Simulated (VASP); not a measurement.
# Cu (P2/m) in VASP: a series of runs

The runs below take Cu through single point, with r2SCAN.

Everything below comes from runs of VASP 6.6.1. Logs are shortened: lines on timing, memory, paths and dates and some standing lists are left out, and cuts for length are marked.

### Step 1. The cell of the first run

It takes space group P2/m (No. 10, monoclinic). Conventional cell: a = 11.171 Å, b = 2.161 Å, c = 21.457 Å, α = 90.00°, β = 101.93°, γ = 90.00°. Cu (site symmetry 2/m) has 2 Cu at 2.16 Å within 2.9 Å.

### Step 2. Single point, r2SCAN

Contents of POSCAR:

```
Cu
1.0
   11.1709574142      0.0000000000      0.0000000000
    0.0000000000      2.1609699265      0.0000000000
   -4.4370261876      0.0000000000     20.9930102994
Cu
1
Direct
    0.5000000000      0.5000000000      0.5000000000
```

Contents of INCAR.step1:

```
SYSTEM = Cu
PREC = Accurate ; ENCUT = 520
ISMEAR = 1 ; SIGMA = 0.1
LREAL = .False. ; LASPH = .True.
NELM = 100 ; NBANDS = 12
GGA = PE ; ALGO = Normal
EDIFF = 1E-4 ; LWAVE = .True.
LCHARG = .False.
```

Contents of INCAR.step2:

```
SYSTEM = Cu
PREC = Accurate ; ENCUT = 520
EDIFF = 1E-6 ; ISMEAR = 1
SIGMA = 0.1 ; LREAL = .False.
LASPH = .True. ; NELM = 100
ALGO = Normal ; ISIF = 2
LWAVE = .False. ; LCHARG = .False.
METAGGA = R2SCAN ; LMIXTAU = .True.
NBANDS = 12 ; ISTART = 1
```

Contents of KPOINTS:

```
Automatic mesh
0
Gamma
  3 13 2
  0 0 0
```

Potentials or basis: VASP PAW PBE potentials, release 64 (Cu).

Started as:

```console
$ cat potpaw_PBE.64/Cu/POTCAR > POTCAR
$ cp INCAR.step1 INCAR
$ mpirun -np 1 vasp_std > vasp.out
$ cp INCAR.step2 INCAR
$ mpirun -np 1 vasp_std > vasp.out
```

OUTCAR:

```text
SYSTEM = Cu
   PREC = Accurate
   ENCUT = 520
   EDIFF = 1E-6
   ISMEAR = 1
   LREAL = .False.
   LASPH = .True.
   NELM = 100
   ISIF = 2
   METAGGA = R2SCAN
   ISTART = 1

 ion  position               nearest neighbor table
   1  0.500  0.500  0.500-

  LATTYP: Found a simple monoclinic cell.
 ALAT       =    11.1709574142
 B/A-ratio  =     0.1934453643
 C/A-ratio  =     1.9207652137
 COS(beta)  =    -0.2067889433

  Lattice vectors:

 A1 = (  11.1709574142,   0.0000000000,   0.0000000000)
 A2 = (   0.0000000000,   2.1609699265,   0.0000000000)
 A3 = (  -4.4370261876,   0.0000000000,  20.9930102994)

Analysis of symmetry for initial positions (statically):
=====================================================================
 Subroutine PRICEL returns:
 Original cell was already a primitive cell.

 Routine SETGRP: Setting up the symmetry group for a
 simple monoclinic supercell.

 Subroutine GETGRP returns: Found  4 space group operations
 (whereof  4 operations were pure point group operations)
 out of a pool of  4 trial point group operations.

The static configuration has the point symmetry C_2h.

Analysis of symmetry for dynamics (positions and initial velocities):
=====================================================================
 Subroutine PRICEL returns:
 Original cell was already a primitive cell.

 Routine SETGRP: Setting up the symmetry group for a
 simple monoclinic supercell.

 Subroutine GETGRP returns: Found  4 space group operations
 (whereof  4 operations were pure point group operations)
 out of a pool of  4 trial point group operations.

The dynamic configuration has the point symmetry C_2h.

 Subroutine INISYM returns: Found  4 space group operations
 (whereof  4 operations are pure point group operations),
 and found     1 'primitive' translations

----------------------------------------------------------------------------------------

                                     Primitive cell

  volume of cell :     506.7734

  direct lattice vectors                    reciprocal lattice vectors
    11.170957414  0.000000000  0.000000000     0.089517842  0.000000000  0.018920250
     0.000000000  2.160969926  0.000000000     0.000000000  0.462755167  0.000000000
    -4.437026188  0.000000000 20.993010299     0.000000000  0.000000000  0.047634903

  length of vectors
    11.170957414  2.160969926 21.456786405     0.091495464  0.462755167  0.047634903

  position of ions in fractional coordinates (direct lattice)
     0.500000000  0.500000000  0.500000000

  ion indices of the primitive-cell ions
   primitive index   ion index
                 1           1

----------------------------------------------------------------------------------------

 KPOINTS: Automatic mesh

Automatic generation of k-mesh.
 Grid dimensions read from file:
 generate k-points for:    3   13    2

 Generating k-lattice:

  Cartesian coordinates                     Fractional coordinates (reciprocal lattice)
     0.029839281  0.000000000  0.006306750     0.333333333  0.000000000  0.000000000
     0.000000000  0.035596551  0.000000000     0.000000000  0.076923077  0.000000000
     0.000000000  0.000000000  0.023817451     0.000000000  0.000000000  0.500000000

  Length of vectors
     0.030498488  0.035596551  0.023817451

  Shift w.r.t. Gamma in fractional coordinates (k-lattice)
     0.000000000  0.000000000  0.000000000

 Subroutine IBZKPT returns following result:
 ===========================================

 Found     28 irreducible k-points:

 Following reciprocal coordinates:
            Coordinates               Weight
  0.000000  0.000000  0.000000      1.000000
  0.333333  0.000000 -0.000000      2.000000
  0.000000  0.076923  0.000000      2.000000
  0.333333  0.076923 -0.000000      4.000000
  0.000000  0.153846  0.000000      2.000000
  0.333333  0.153846 -0.000000      4.000000
[... 16 lines left out ...]
  0.000000  0.307692  0.500000      2.000000
  0.333333  0.307692  0.500000      4.000000
 [... further k-points ...]
   k-points           NKPTS =     28   k-points in BZ     NKDIM =     28   number of bands    NBANDS=     12
   number of dos      NEDOS =    301   number of ions     NIONS =      1
   total plane-waves  NPLWV = 215040
   dimension x,y,z NGX =    84 NGY =   16 NGZ =  160
   dimension x,y,z NGXF=   168 NGYF=   32 NGZF=  320
   ions per type =               1
   NGX,Y,Z   is equivalent  to a cutoff of  12.50, 12.31, 12.40 a.u.
   NGXF,Y,Z  is equivalent  to a cutoff of  25.00, 24.62, 24.79 a.u.
 SYSTEM =  Cu
   PREC   = accura    normal or accurate (medium, high low for compatibility)
   ISTART =      1    job   : 0-new  1-cont  2-samecut
   ICHARG =      0    charge: 1-file 2-atom 10-const
   ISPIN  =      1    spin polarized calculation?
   LNONCOLLINEAR =      F non collinear calculations
   LSORBIT =      F    spin-orbit coupling
   LASPH  =      T    aspherical Exc in radial PAW
   ENCUT  =  520.0 eV  38.22 Ry    6.18 a.u.  20.77  4.02 39.90*2*pi/ulx,y,z
   NELM   =    100;   NELMIN=  2; NELMDL=  0     # of ELM steps
   EDIFF  = 0.1E-05   stopping-criterion for ELM
   LREAL  =      F    real-space projection
   EDIFFG = 0.1E-04   stopping-criterion for IOM
   NSW    =      0    number of steps for IOM
   IBRION =     -1    ionic relax: 0-MD 1-quasi-New 2-CG
   NFREE  =      0    steps in history (QN), initial steepest desc. (CG)
   ISIF   =      2    stress and relaxation
   ISYM   =      2    0-nonsym 1-usesym 2-fastsym
   POTIM  = 0.5000    time-step for ionic-motion
   TEBEG  =    0.0;   TEEND  =   0.0 temperature during run
   PSTRESS=    0.0 pullay stress
   NELECT =      11.0000    total number of electrons
   NUPDOWN=      -1.0000    fix difference up-down
   EMIN   =  10.00;   EMAX   =-10.00  energy-range for DOS
   EFERMI =   0.00;   METHOD = LEGACY
   ISMEAR =     1;   SIGMA  =   0.10  broadening in eV -4-tet -1-fermi 0-gaus
   EFERMI_NEDOS =   21; number of points for ismear=-14 and -15
   IALGO  =     38    algorithm
   IMIX   =      4    mixing-type and parameters
     AMIX     =   0.40;   BMIX     =  1.00
     AMIX_MAG =   1.60;   BMIX_MAG =  1.00
  volume/ion in A,a.u.               =     506.77      3419.88
  Fermi-wavevector in a.u.,A,eV,Ry     =   0.456669  0.862978  2.837443  0.208546
  Thomas-Fermi vector in A             =   1.440968
   LORBIT       =      0    0 simple, 1 ext, 2 COOP (PROOUT), +10 PAW based schemes
   METAGGA = R2SCAN    functional components
   LHFCALC =     F    Hartree Fock is set to
   AEXX    =    0.0000 exact exchange contribution
   IVDW    =     0    specifies the selected vdW correction
   LEPSILON=     F    determine dielectric tensor
   LRPA    =     F    only Hartree local field effects (RPA)
 non-spin polarized calculation
 Methfessel and Paxton  Order N= 1 SIGMA  =   0.10
  energy-cutoff  :      520.00
  volume of cell :      506.77
 maximum number of plane-waves:     13764
 NGX is ok and might be reduce to    84
   NGX = 41   NGY =  9   NGZ = 79

 number of electron      11.0000011 magnetization

 Free energy of the ion-electron system (eV)
  ---------------------------------------------------
  ext. energy  EPLUGINS =         0.00000000
  ---------------------------------------------------
  free energy    TOTEN  =        -8.47568706 eV

  energy without entropy =       -8.47427688  energy(sigma->0) =       -8.47521700

 E-fermi :  -5.0921     XC(G=0):  -0.7044

 val. band max:       -5.1185879940   @ k =   0.0000   0.0000   0.5000
 cond. band min:      -4.3124176073   @ k =   0.0000   0.3077   0.5000
 fundamental gap:      0.8061703867
 Fermi energy:        -5.0921236777

 k-point     1 :       0.0000    0.0000    0.0000
  band No.  band energies     occupation
      1      -9.0324      2.00000
      2      -6.4400      2.00000
      3      -6.2334      2.00000
      4      -6.2332      2.00000
      5      -5.1187      1.43222
      6      -5.1186      1.43102
      7      -2.0750      0.00000
      8      -2.0674      0.00000
      9       0.2352      0.00000
     10       0.6070      0.00000
     11       0.6624      0.00000
     12       1.2784      0.00000

 k-point     2 :       0.3333    0.0000   -0.0000
  band No.  band energies     occupation
      1      -9.0324      2.00000
      2      -6.4399      2.00000
      3      -6.2334      2.00000
      4      -6.2332      2.00000
      5      -5.1187      1.43223
      6      -5.1186      1.43103
      7      -2.0777      0.00000
      8      -2.0739      0.00000
      9       0.4081      0.00000
     10       0.6831      0.00000
     11       0.8480      0.00000
     12       0.8716      0.00000

 k-point     3 :       0.0000    0.0769    0.0000
  band No.  band energies     occupation
      1      -8.7906      2.00000
      2      -6.3324      2.00000
      3      -6.2036      2.00000
      4      -6.2033      2.00000
      5      -5.3234      2.00513
      6      -5.3233      2.00514
      7      -1.7707      0.00000
      8      -1.7621      0.00000
      9       0.4246      0.00000
     10       0.7966      0.00000
     11       0.8574      0.00000
     12       1.4686      0.00000

 k-point     4 :       0.3333    0.0769   -0.0000
  band No.  band energies     occupation
      1      -8.7906      2.00000
      2      -6.3323      2.00000
      3      -6.2036      2.00000
      4      -6.2033      2.00000
      5      -5.3234      2.00513
      6      -5.3233      2.00514
      7      -1.7736      0.00000
      8      -1.7694      0.00000
      9       0.5988      0.00000
     10       0.8752      0.00000
     11       1.0378      0.00000
     12       1.0664      0.00000

 k-point     5 :       0.0000    0.1538    0.0000
  band No.  band energies     occupation
      1      -8.0941      2.00000
      2      -6.1211      2.00000
      3      -6.1208      2.00000
      4      -6.0075      2.00000
      5      -5.7891      2.00000
      6      -5.7890      2.00000
      7      -0.9760      0.00000
      8      -0.9648      0.00000
      9       0.9931      0.00000
     10       1.3654      0.00000
     11       1.4400      0.00000
     12       2.0393      0.00000
[... 228 lines left out ...]
      1      -7.0723      2.00000
      2      -6.3130      2.00000
      3      -6.3129      2.00000
      4      -6.0049      2.00000
      5      -6.0046      2.00000
      6      -5.4160      2.00005
      7       0.1795      0.00000
      8       0.1943      0.00000
      9       2.0047      0.00000
     10       2.1061      0.00000
     11       2.6808      0.00000
     12       2.8769      0.00000

 k-point    22 :       0.3333    0.2308    0.5000
  band No.  band energies     occupation
      1      -7.0723      2.00000
      2      -6.3130      2.00000
      3      -6.3129      2.00000
      4      -6.0049      2.00000
      5      -6.0046      2.00000
      6      -5.4159      2.00005
      7       0.1752      0.00000
      8       0.1819      0.00000
      9       2.1693      0.00000
     10       2.2773      0.00000
     11       2.5716      0.00000
     12       2.7034      0.00000

 k-point    23 :       0.0000    0.3077    0.5000
  band No.  band energies     occupation
      1      -6.7797      2.00000
      2      -6.7796      2.00000
      3      -6.1030      2.00000
      4      -5.8818      2.00000
      5      -5.8814      2.00000
      6      -4.3124     -0.00000
      7       1.6628      0.00000
      8       1.6811      0.00000
      9       3.3263      0.00000
     10       3.4441      0.00000
     11       4.0141      0.00000
     12       4.2258      0.00000

 k-point    24 :       0.3333    0.3077    0.5000
  band No.  band energies     occupation
      1      -6.7797      2.00000
      2      -6.7796      2.00000
      3      -6.1030      2.00000
      4      -5.8818      2.00000
      5      -5.8814      2.00000
      6      -4.3124     -0.00000
      7       1.6579      0.00000
      8       1.6658      0.00000
      9       3.4984      0.00000
     10       3.6104      0.00000
     11       3.9082      0.00000
     12       4.0452      0.00000

 [... further k-points ...]

------------------------ aborting loop because EDIFF is reached ----------------------------------------

  FORCE on cell =-STRESS in cart. coord.  units (eV):
  Direction    XX          YY          ZZ          XY          YZ          ZX
  --------------------------------------------------------------------------------------
  -------------------------------------------------------------------------------------
  Total       -0.0092933      1.6544084     -0.0005234      0.0000000      0.0000000      0.0029082
  in kB       -0.0293809      5.2304551     -0.0016547      0.0000000      0.0000000      0.0091944
  external PRESSURE =       1.7331398 kB  Pullay stress =       0.0000000 kB

 VOLUME and BASIS-vectors are now :
 -----------------------------------------------------------------------------
  energy-cutoff  :      520.00
  volume of cell :      506.77
      direct lattice vectors                 reciprocal lattice vectors
    11.170957414  0.000000000  0.000000000     0.089517842  0.000000000  0.018920250
     0.000000000  2.160969926  0.000000000     0.000000000  0.462755167  0.000000000
    -4.437026188  0.000000000 20.993010299     0.000000000  0.000000000  0.047634903

 POSITION                                       TOTAL-FORCE (eV/Angst)
 -----------------------------------------------------------------------------------
      3.36697      1.08048     10.49651         0.000000      0.000000      0.000000
 -----------------------------------------------------------------------------------
    total drift:                                0.000000     -0.000000     -0.000000

  FREE ENERGIE OF THE ION-ELECTRON SYSTEM (eV)
  ---------------------------------------------------
  free  energy   TOTEN  =        -8.4756870608 eV

  energy  without entropy=       -8.4742768760  energy(sigma->0) =       -8.47521700
```

Wall time 13 min (1 thread of Intel Xeon Platinum 8259CL at 2.50GHz (Skylake/Cascade Lake), shared host); peak memory 0.64 GiB.

What came out:

```
Free energy            : -8.4757 eV
Pressure               : 0.2 GPa
Band gap on the k mesh : zero (an odd number of electrons rules out a gap without spin polarisation)
```

Stress tensor (GPa, compression positive):
```
0.00 0.00 0.00
0.00 0.52 0.00
0.00 0.00 0.00
```

Levels at points of the mesh, in eV from the Fermi level:
| k point | band 4 | band 5 | band 6 | band 7 | band 8 | band 9 |
| --- | --- | --- | --- | --- | --- | --- |
| (0.00, 0.00, 0.00) | -1.14 | -0.03 | -0.03 | 3.02 | 3.02 | 5.33 |
| (0.00, 0.00, 0.50) | -1.14 | -0.03 | -0.03 | 3.02 | 3.02 | 5.40 |

Caveat: the PAW data sets were made with another functional, which shifts forces and pressure a little.

### Step 3. Single point, r2SCAN

This run uses another cell than the first one.

Contents of POSCAR:

```
Cu
1.0
   11.2734489871      0.0000000000      0.0000000000
    0.0000000000      2.1807964461      0.0000000000
   -4.4777351239      0.0000000000     21.1856174829
Cu
1
Direct
    0.5000000000      0.5000000000      0.5000000000
```

Contents of INCAR.step1:

```
SYSTEM = Cu
  PREC = Accurate
  ENCUT = 520
  ISMEAR = 1
  SIGMA = 0.1
  LREAL = .False.
  LASPH = .True.
  NELM = 80
  NBANDS = 12
  GGA = PE
  ALGO = Normal
  EDIFF = 1E-4
  LWAVE = .True.
  LCHARG = .False.
```

Contents of INCAR.step2:

```
SYSTEM = Cu
  PREC = Accurate
  ENCUT = 520
  EDIFF = 1E-6
  ISMEAR = 1
  SIGMA = 0.1
  LREAL = .False.
  LASPH = .True.
  NELM = 80
  ALGO = Normal
  ISIF = 2
  LWAVE = .False.
  LCHARG = .True.
  METAGGA = R2SCAN
  LMIXTAU = .True.
  LELF = .True.
  LVHAR = .True.
  NBANDS = 12
  ISTART = 1
```

KPOINTS is that of step 2.

Potentials or basis: VASP PAW PBE potentials, release 64 (Cu).

Started as:

```console
$ cat potpaw_PBE.64/Cu/POTCAR > POTCAR
$ cp INCAR.step1 INCAR
$ mpirun -np 1 vasp_std > vasp.out
$ cp INCAR.step2 INCAR
$ mpirun -np 1 vasp_std > vasp.out
```

Run time: 18 min. Hardware: 1 thread of Intel Xeon Platinum 8259CL at 2.50GHz (Skylake/Cascade Lake), shared host; peak memory 0.64 GiB.

The run converged. Its results:

| Item | Value |
| --- | --- |
| Free energy | -8.4890 eV |
| Pressure | 0.1 GPa |
| Band gap on the k mesh | zero (an odd number of electrons rules out a gap without spin polarisation) |

Stress tensor (GPa, compression positive):
```
0.00 0.00 0.00
0.00 0.39 0.00
0.00 0.00 0.00
```

Levels at points of the mesh, in eV from the Fermi level:
| k point | band 4 | band 5 | band 6 | band 7 | band 8 | band 9 |
| --- | --- | --- | --- | --- | --- | --- |
| (0.00, 0.00, 0.00) | -1.09 | -0.03 | -0.03 | 3.06 | 3.06 | 5.34 |
| (0.00, 0.00, 0.50) | -1.09 | -0.03 | -0.03 | 3.06 | 3.06 | 5.41 |

Caveat: the PAW data sets were made with another functional, which shifts forces and pressure a little.

The gap in the log of VASP goes by the Fermi energy; the results here count the filled bands.